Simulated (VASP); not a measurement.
# GaP (F-43m) in VASP: notebook, part 2 of 2

VASP 6.6.1.

### Step 3. Single point, r2SCAN (volume changed by -6%)

File POSCAR:

```
GaP
1.0
    0.0000000000      2.6697739801      2.6697739801
    2.6697739801      0.0000000000      2.6697739801
    2.6697739801      2.6697739801      0.0000000000
Ga P
1 1
Direct
    0.0000000000      0.0000000000      0.0000000000
    0.2500000000      0.2500000000      0.2500000000
```

File INCAR.step1:

```
SYSTEM = GaP
ALGO = Normal
EDIFF = 1E-5
ENCUT = 550
GGA = PE
GGA_COMPAT = .FALSE.
ISMEAR = 0
LASPH = .TRUE.
LCHARG = .FALSE.
LREAL = .FALSE.
LWAVE = .TRUE.
NBANDS = 16
NELM = 120
PREC = Accurate
SIGMA = 0.01
```

File INCAR.step2:

```
SYSTEM = GaP
ALGO = Normal
EDIFF = 1E-6
ENCUT = 550
GGA_COMPAT = .FALSE.
ISIF = 2
ISMEAR = 0
ISTART = 1
LASPH = .TRUE.
LCHARG = .FALSE.
LMIXTAU = .TRUE.
LREAL = .FALSE.
LWAVE = .FALSE.
METAGGA = R2SCAN
NBANDS = 16
NELM = 120
PREC = Accurate
SIGMA = 0.01
```

File KPOINTS:

```
k-points
0
G
  6 6 6
  0 0 0
```

Potentials or basis: VASP PAW PBE potentials, release 64 (Ga_d, P).

On the command line:

```console
> cat potpaw_PBE.64/Ga_d/POTCAR potpaw_PBE.64/P/POTCAR > POTCAR
> cp INCAR.step1 INCAR
> mpirun -np 1 vasp_std > vasp.out
> cp INCAR.step2 INCAR
> mpirun -np 1 vasp_std > vasp.out
```

OUTCAR:

```text
SYSTEM = GaP
   EDIFF = 1E-6
   ENCUT = 550
   ISIF = 2
   ISMEAR = 0
   ISTART = 1
   LASPH = .TRUE.
   LREAL = .FALSE.
   METAGGA = R2SCAN
   NELM = 120
   PREC = Accurate

 ion  position               nearest neighbor table
   1  0.000  0.000  0.000-   2 2.31   2 2.31   2 2.31   2 2.31
   2  0.250  0.250  0.250-   1 2.31   1 2.31   1 2.31   1 2.31

  LATTYP: Found a face centered cubic cell.
 ALAT       =     5.3395479602

  Lattice vectors:

 A1 = (   0.0000000000,   2.6697739801,   2.6697739801)
 A2 = (   2.6697739801,   0.0000000000,   2.6697739801)
 A3 = (   2.6697739801,   2.6697739801,   0.0000000000)

Analysis of symmetry for initial positions (statically):
=====================================================================
 Subroutine PRICEL returns:
 Original cell was already a primitive cell.

 Routine SETGRP: Setting up the symmetry group for a
 face centered cubic supercell.

 Subroutine GETGRP returns: Found 24 space group operations
 (whereof 24 operations were pure point group operations)
 out of a pool of 48 trial point group operations.

The static configuration has the point symmetry T_d .

Analysis of symmetry for dynamics (positions and initial velocities):
=====================================================================
 Subroutine PRICEL returns:
 Original cell was already a primitive cell.

 Routine SETGRP: Setting up the symmetry group for a
 face centered cubic supercell.

 Subroutine GETGRP returns: Found 24 space group operations
 (whereof 24 operations were pure point group operations)
 out of a pool of 48 trial point group operations.

The dynamic configuration has the point symmetry T_d .

 Subroutine INISYM returns: Found 24 space group operations
 (whereof 24 operations are pure point group operations),
 and found     1 'primitive' translations

[... 103 lines left out ...]
   IMIX   =      4    mixing-type and parameters
     AMIX     =   0.40;   BMIX     =  1.00
     AMIX_MAG =   1.60;   BMIX_MAG =  1.00
  volume/ion in A,a.u.               =      19.03       128.42
  Fermi-wavevector in a.u.,A,eV,Ry     =   1.275502  2.410349 22.135394  1.626906
  Thomas-Fermi vector in A             =   2.408211
   LORBIT       =      0    0 simple, 1 ext, 2 COOP (PROOUT), +10 PAW based schemes
   METAGGA = R2SCAN    functional components
   LHFCALC =     F    Hartree Fock is set to
   AEXX    =    0.0000 exact exchange contribution
   IVDW    =     0    specifies the selected vdW correction
   LEPSILON=     F    determine dielectric tensor
   LRPA    =     F    only Hartree local field effects (RPA)
 non-spin polarized calculation
 Gauss-broadening in eV      SIGMA  =   0.01
  energy-cutoff  :      550.00
  volume of cell :       38.06
 maximum number of plane-waves:      1139
 NGX is ok and might be reduce to    30
   NGX = 15   NGY = 15   NGZ = 15

 number of electron      18.0000007 magnetization

 Free energy of the ion-electron system (eV)
  ---------------------------------------------------
  ext. energy  EPLUGINS =         0.00000000
  ---------------------------------------------------
  free energy    TOTEN  =       -21.40602121 eV

  energy without entropy =      -21.40602121  energy(sigma->0) =      -21.40602121

 E-fermi :   5.1897     XC(G=0): -10.8518

 val. band max:        5.1245509544   @ k =   0.0000   0.0000   0.0000
 cond. band min:       6.8992852732   @ k =   0.5000   0.5000   0.0000
 fundamental gap:      1.7747343189
 Fermi energy:         5.1897150165

 k-point     1 :       0.0000    0.0000    0.0000
  band No.  band energies     occupation
      1      -9.9890      2.00000
      2      -9.9890      2.00000
      3      -9.9890      2.00000
      4      -9.8542      2.00000
      5      -9.8542      2.00000
      6      -8.3963      2.00000
[... 281 lines left out ...]
      3      -9.9100      2.00000
      4      -9.8823      2.00000
      5      -9.8369      2.00000
      6      -4.9023      2.00000
[... 8 lines left out ...]
     15      18.0546      0.00000
     16      19.9444      0.00000

------------------------ aborting loop because EDIFF is reached ----------------------------------------

  FORCE on cell =-STRESS in cart. coord.  units (eV):
  Direction    XX          YY          ZZ          XY          YZ          ZX
  --------------------------------------------------------------------------------------
  -------------------------------------------------------------------------------------
  Total        1.4901215      1.4901215      1.4901215      0.0000000      0.0000000      0.0000000
  in kB       62.7305052     62.7305052     62.7305052      0.0000000      0.0000000      0.0000000
  external PRESSURE =      62.7305052 kB  Pullay stress =       0.0000000 kB

 VOLUME and BASIS-vectors are now :
 -----------------------------------------------------------------------------
  energy-cutoff  :      550.00
  volume of cell :       38.06
      direct lattice vectors                 reciprocal lattice vectors
     0.000000000  2.669773980  2.669773980    -0.187281771  0.187281771  0.187281771
     2.669773980  0.000000000  2.669773980     0.187281771 -0.187281771  0.187281771
     2.669773980  2.669773980  0.000000000     0.187281771  0.187281771 -0.187281771

 POSITION                                       TOTAL-FORCE (eV/Angst)
 -----------------------------------------------------------------------------------
      0.00000      0.00000      0.00000        -0.000000     -0.000000     -0.000000
      1.33489      1.33489      1.33489         0.000000      0.000000      0.000000
 -----------------------------------------------------------------------------------
    total drift:                               -0.000002     -0.000002     -0.000002

  FREE ENERGIE OF THE ION-ELECTRON SYSTEM (eV)
  ---------------------------------------------------
  free  energy   TOTEN  =       -21.4060212052 eV

  energy  without entropy=      -21.4060212052  energy(sigma->0) =      -21.40602121
```

OUTCAR.step1:

```text
SYSTEM = GaP
   EDIFF = 1E-5
   ENCUT = 550
   GGA = PE
   ISMEAR = 0
   LASPH = .TRUE.
   LREAL = .FALSE.
[... 514 lines left out ...]
      0.00000      0.00000      0.00000         0.000000     -0.000000     -0.000000
      1.33489      1.33489      1.33489        -0.000000      0.000000      0.000000
 -----------------------------------------------------------------------------------
    total drift:                               -0.000000     -0.000000     -0.000000

  FREE ENERGIE OF THE ION-ELECTRON SYSTEM (eV)
  ---------------------------------------------------
  free  energy   TOTEN  =        -9.0201528707 eV

  energy  without entropy=       -9.0201528707  energy(sigma->0) =       -9.02015287
```

It took 62 s on 1 thread of AMD EPYC 7R43 (Zen 3), shared host; peak memory 0.14 GiB.

Results:

* Free energy: -21.4060 eV
* Pressure: 6.3 GPa
* Band gap on the k mesh: 1.77 eV, indirect (least direct gap 2.89 eV)

Caveat: the cell differs from its parent crystal (volume changed by -6%); the PAW data sets were made with another functional, which shifts forces and pressure a little.

### Step 4. Single point, r2SCAN (volume changed by -3%)

File POSCAR:

```
GaP
1.0
    0.0000000000      2.6978789294      2.6978789294
    2.6978789294      0.0000000000      2.6978789294
    2.6978789294      2.6978789294      0.0000000000
Ga P
1 1
Direct
    0.0000000000      0.0000000000      0.0000000000
    0.2500000000      0.2500000000      0.2500000000
```

File INCAR.step1:

```
SYSTEM = GaP
PREC = Accurate ; ENCUT = 550
ISMEAR = 0 ; SIGMA = 0.01
LREAL = .False. ; LASPH = .True.
NELM = 120 ; NBANDS = 16
GGA = PE ; ALGO = Normal
EDIFF = 1E-5 ; LWAVE = .True.
LCHARG = .False. ; GGA_COMPAT = .False.
```

File INCAR.step2:

```
SYSTEM = GaP
PREC = Accurate ; ENCUT = 550
EDIFF = 1E-6 ; ISMEAR = 0
SIGMA = 0.01 ; LREAL = .False.
LASPH = .True. ; NELM = 120
ALGO = Normal ; ISIF = 2
LWAVE = .False. ; LCHARG = .False.
METAGGA = R2SCAN ; LMIXTAU = .True.
NBANDS = 16 ; ISTART = 1
GGA_COMPAT = .False.
```

File KPOINTS:

```
Automatic mesh
0
Gamma
  6 6 6
  0 0 0
```

On the command line:

```console
> cat potpaw_PBE.64/Ga_d/POTCAR potpaw_PBE.64/P/POTCAR > POTCAR
> cp INCAR.step1 INCAR
> mpirun -np 1 vasp_std > vasp.out
> cp INCAR.step2 INCAR
> mpirun -np 1 vasp_std > vasp.out
```

It took 62 s on 1 thread of AMD EPYC 7R43 (Zen 3), shared host; peak memory 0.13 GiB.

It converged, with:

```yaml
Free_energy: -21.4404 eV
Pressure: 2.9 GPa
Band_gap_on_the_k_mesh: 1.85 eV, indirect (least direct gap 2.61 eV)
```

Levels at points of the mesh, in eV from the valence-band top:
| k point | band 6 | band 7 | band 8 | band 9 | band 10 | band 11 | band 12 | band 13 |
| --- | --- | --- | --- | --- | --- | --- | --- | --- |
| (0.00, 0.00, 0.00) | -13.26 | 0.00 | 0.00 | 0.00 | 2.61 | 4.18 | 4.18 | 4.18 |
| (0.50, 0.00, 0.00) | -10.99 | -7.03 | -1.22 | -1.22 | 2.14 | 5.04 | 5.04 | 8.89 |
| (0.50, 0.50, 0.00) | -10.02 | -7.11 | -2.91 | -2.91 | 1.85 | 2.07 | 11.59 | 11.59 |

Caveat: the cell differs from its parent crystal (volume changed by -3%); the PAW data sets were made with another functional, which shifts forces and pressure a little.

### Step 5. Single point, r2SCAN

This run uses another cell than the first one, of 20.24 Å³/atom, 0.916 times its volume.

File POSCAR:

```
GaP
1.0
    0.0000000000      2.7254102078      2.7254102078
    2.7254102078      0.0000000000      2.7254102078
    2.7254102078      2.7254102078      0.0000000000
Ga P
1 1
Direct
    0.0000000000      0.0000000000      0.0000000000
    0.2500000000      0.2500000000      0.2500000000
```

File INCAR.step1:

```
SYSTEM = GaP
ALGO = Normal
EDIFF = 1E-5
ENCUT = 550
GGA = PE
GGA_COMPAT = .FALSE.
ISMEAR = 0
LASPH = .TRUE.
LCHARG = .FALSE.
LREAL = .FALSE.
LWAVE = .TRUE.
NBANDS = 16
NELM = 120
PREC = Accurate
SIGMA = 0.01
```

File INCAR.step2:

```
SYSTEM = GaP
ALGO = Normal
EDIFF = 1E-6
ENCUT = 550
GGA_COMPAT = .FALSE.
ISIF = 2
ISMEAR = 0
ISTART = 1
LASPH = .TRUE.
LCHARG = .FALSE.
LMIXTAU = .TRUE.
LREAL = .FALSE.
LWAVE = .FALSE.
METAGGA = R2SCAN
NBANDS = 16
NELM = 120
PREC = Accurate
SIGMA = 0.01
```

File KPOINTS:

```
k-points
0
G
  6 6 6
  0 0 0
```

Potentials or basis: VASP PAW PBE potentials, release 64 (Ga_d, P).

On the command line:

```console
> cat potpaw_PBE.64/Ga_d/POTCAR potpaw_PBE.64/P/POTCAR > POTCAR
> cp INCAR.step1 INCAR
> mpirun -np 1 vasp_std > vasp.out
> cp INCAR.step2 INCAR
> mpirun -np 1 vasp_std > vasp.out
```

OUTCAR:

```text
SYSTEM = GaP
   EDIFF = 1E-6
   ENCUT = 550
   ISIF = 2
   ISMEAR = 0
   ISTART = 1
   LASPH = .TRUE.
   LREAL = .FALSE.
   METAGGA = R2SCAN
   NELM = 120
   PREC = Accurate

 ion  position               nearest neighbor table
   1  0.000  0.000  0.000-   2 2.36   2 2.36   2 2.36   2 2.36
   2  0.250  0.250  0.250-   1 2.36   1 2.36   1 2.36   1 2.36

  LATTYP: Found a face centered cubic cell.
 ALAT       =     5.4508204156

  Lattice vectors:

 A1 = (   0.0000000000,   2.7254102078,   2.7254102078)
 A2 = (   2.7254102078,   0.0000000000,   2.7254102078)
 A3 = (   2.7254102078,   2.7254102078,   0.0000000000)

Analysis of symmetry for initial positions (statically):
=====================================================================
 Subroutine PRICEL returns:
 Original cell was already a primitive cell.

 Routine SETGRP: Setting up the symmetry group for a
 face centered cubic supercell.

 Subroutine GETGRP returns: Found 24 space group operations
 (whereof 24 operations were pure point group operations)
 out of a pool of 48 trial point group operations.

The static configuration has the point symmetry T_d .
[... 150 lines left out ...]

  energy without entropy =      -21.45094464  energy(sigma->0) =      -21.45094464

 E-fermi :   4.5142     XC(G=0): -10.5459

 val. band max:        4.4655185465   @ k =   0.0000   0.0000   0.0000
 cond. band min:       6.3749777321   @ k =   0.5000   0.5000   0.0000
 fundamental gap:      1.9094591857
 Fermi energy:         4.5141576139

 k-point     1 :       0.0000    0.0000    0.0000
  band No.  band energies     occupation
      1     -10.5298      2.00000
      2     -10.5297      2.00000
      3     -10.5297      2.00000
      4     -10.4162      2.00000
      5     -10.4162      2.00000
      6      -8.5550      2.00000
[... 281 lines left out ...]
      3     -10.4641      2.00000
      4     -10.4386      2.00000
      5     -10.4020      2.00000
      6      -5.3874      2.00000
[... 8 lines left out ...]
     15      17.0455      0.00000
     16      18.8508      0.00000

------------------------ aborting loop because EDIFF is reached ----------------------------------------

  FORCE on cell =-STRESS in cart. coord.  units (eV):
  Direction    XX          YY          ZZ          XY          YZ          ZX
  --------------------------------------------------------------------------------------
  -------------------------------------------------------------------------------------
  Total       -0.0018831     -0.0018831     -0.0018831     -0.0000000      0.0000000     -0.0000000
  in kB       -0.0745161     -0.0745161     -0.0745161     -0.0000000      0.0000000     -0.0000000
  external PRESSURE =      -0.0745161 kB  Pullay stress =       0.0000000 kB

 VOLUME and BASIS-vectors are now :
 -----------------------------------------------------------------------------
  energy-cutoff  :      550.00
  volume of cell :       40.49
      direct lattice vectors                 reciprocal lattice vectors
     0.000000000  2.725410208  2.725410208    -0.183458622  0.183458622  0.183458622
     2.725410208  0.000000000  2.725410208     0.183458622 -0.183458622  0.183458622
     2.725410208  2.725410208  0.000000000     0.183458622  0.183458622 -0.183458622

 POSITION                                       TOTAL-FORCE (eV/Angst)
 -----------------------------------------------------------------------------------
      0.00000      0.00000      0.00000        -0.000000     -0.000000      0.000000
      1.36271      1.36271      1.36271         0.000000      0.000000     -0.000000
 -----------------------------------------------------------------------------------
    total drift:                               -0.000002     -0.000002     -0.000002

  FREE ENERGIE OF THE ION-ELECTRON SYSTEM (eV)
  ---------------------------------------------------
  free  energy   TOTEN  =       -21.4509446387 eV

  energy  without entropy=      -21.4509446387  energy(sigma->0) =      -21.45094464
```

Wall time 62 s (1 thread of AMD EPYC 7R43 (Zen 3), shared host); peak memory 0.14 GiB.

What came out:

```
Free energy            : -21.4509 eV
Pressure               : 0.0 GPa
Band gap on the k mesh : 1.91 eV, indirect (least direct gap 2.34 eV)
```

Levels at points of the mesh, in eV from the valence-band top:
```
           k point  band 5  band 6  band 7  band 8  band 9  band 10  band 11  band 12  band 13  band 14
(0.00, 0.00, 0.00)  -14.88  -13.02    0.00    0.00    0.00     2.34     4.19     4.19     4.19     9.46
(0.50, 0.00, 0.00)  -14.87  -10.86   -6.85   -1.17   -1.17     2.04     5.05     5.05     8.83    11.64
(0.50, 0.50, 0.00)  -14.86   -9.92   -6.96   -2.80   -2.80     1.91     2.10    11.35    11.35    12.01
```

Caveat: the PAW data sets were made with another functional, which shifts forces and pressure a little.

### Step 6. Single point, r2SCAN (volume changed by +3%)

File POSCAR:

```
GaP
1.0
    0.0000000000      2.7523962223      2.7523962223
    2.7523962223      0.0000000000      2.7523962223
    2.7523962223      2.7523962223      0.0000000000
Ga P
1 1
Direct
    0.0000000000      0.0000000000      0.0000000000
    0.2500000000      0.2500000000      0.2500000000
```

File INCAR.step1:

```
SYSTEM = GaP
PREC     = Accurate       ! precision mode
ENCUT    = 550            ! plane-wave cutoff, eV
ISMEAR   = 0              ! smearing method
SIGMA    = 0.01           ! smearing width, eV
LREAL    = .False.        ! projectors in reciprocal space
LASPH    = .True.         ! aspherical terms in the spheres
NELM     = 120            ! most SCF steps
NBANDS   = 16             ! bands
GGA      = PE             ! functional
ALGO     = Normal         ! electronic algorithm
EDIFF    = 1E-5           ! SCF threshold, eV
LWAVE    = .True.         ! write WAVECAR
LCHARG   = .False.        ! write CHGCAR
GGA_COMPAT= .False.
```

File INCAR.step2:

```
SYSTEM = GaP
PREC     = Accurate       ! precision mode
ENCUT    = 550            ! plane-wave cutoff, eV
EDIFF    = 1E-6           ! SCF threshold, eV
ISMEAR   = 0              ! smearing method
SIGMA    = 0.01           ! smearing width, eV
LREAL    = .False.        ! projectors in reciprocal space
LASPH    = .True.         ! aspherical terms in the spheres
NELM     = 120            ! most SCF steps
ALGO     = Normal         ! electronic algorithm
ISIF     = 2              ! what is computed and relaxed
LWAVE    = .False.        ! write WAVECAR
LCHARG   = .False.        ! write CHGCAR
METAGGA  = R2SCAN         ! meta-GGA
LMIXTAU  = .True.       
NBANDS   = 16             ! bands
ISTART   = 1            
GGA_COMPAT= .False.
```

File KPOINTS:

```
Automatic mesh
0
Gamma
  6 6 6
  0 0 0
```

Potentials or basis: VASP PAW PBE potentials, release 64 (Ga_d, P).

On the command line:

```console
> cat potpaw_PBE.64/Ga_d/POTCAR potpaw_PBE.64/P/POTCAR > POTCAR
> cp INCAR.step1 INCAR
> mpirun -np 1 vasp_std > vasp.out
> cp INCAR.step2 INCAR
> mpirun -np 1 vasp_std > vasp.out
```

Wall time 64 s (1 thread of AMD EPYC 7R43 (Zen 3), shared host); peak memory 0.14 GiB.

Results (log left out):

```yaml
Free_energy: -21.4414 eV
Pressure: -2.4 GPa
Band_gap_on_the_k_mesh: 1.94 eV, indirect (least direct gap 2.08 eV)
```

Levels at points of the mesh, in eV from the valence-band top:
```tsv
k point	band 6	band 7	band 8	band 9	band 10	band 11	band 12	band 13
(0.00, 0.00, 0.00)	-12.79	0.00	0.00	0.00	2.08	4.19	4.19	4.19
(0.50, 0.00, 0.00)	-10.73	-6.67	-1.12	-1.12	1.94	5.06	5.06	8.76
(0.50, 0.50, 0.00)	-9.84	-6.82	-2.69	-2.69	1.97	2.12	11.12	11.12
```

Caveat: the cell differs from its parent crystal (volume changed by +3%); the PAW data sets were made with another functional, which shifts forces and pressure a little. A k mesh can miss the band edges.

### Step 7. Summary

```tsv
level	cell	cutoff (eV)	gap on the mesh (eV)	pressure (GPa)
PBE	a = 3.969 Å, angles 60.0°, 2 atoms	500	1.11	-3.9
r2SCAN	a = 3.776 Å, angles 60.0°, 2 atoms	550	1.77	6.3
r2SCAN	a = 3.815 Å, angles 60.0°, 2 atoms	550	1.85	2.9
r2SCAN	a = 3.854 Å, angles 60.0°, 2 atoms	550	1.91	0.0
r2SCAN	a = 3.892 Å, angles 60.0°, 2 atoms	550	1.94	-2.4
```

Alike in all rows: task single point; potentials or basis VASP PAW PBE potentials, release 64 (Ga_d, P); no spin polarisation; k mesh 6 × 6 × 6; smearing gaussian 0.01 eV.

Caveats: the PAW data sets were made with another functional, which shifts forces and pressure a little (some runs).

Total energies depend on the potentials used, so only differences within one code and one set of settings carry meaning.

### Step 8. Against experiment

Step 5. Against the measured gap of GaP, 2.34 eV (indirect; 10 K; quoted in “Stacking defects in GaP nanowires: Electronic structure and optical properties”, 2018, arxiv:1810.01194), the calculated 1.91 eV is off by -0.43 eV. Spin-orbit coupling on Ga is left out. The value is that of r2SCAN on a finite k mesh, which can miss the band edges, without temperature or zero-point motion.
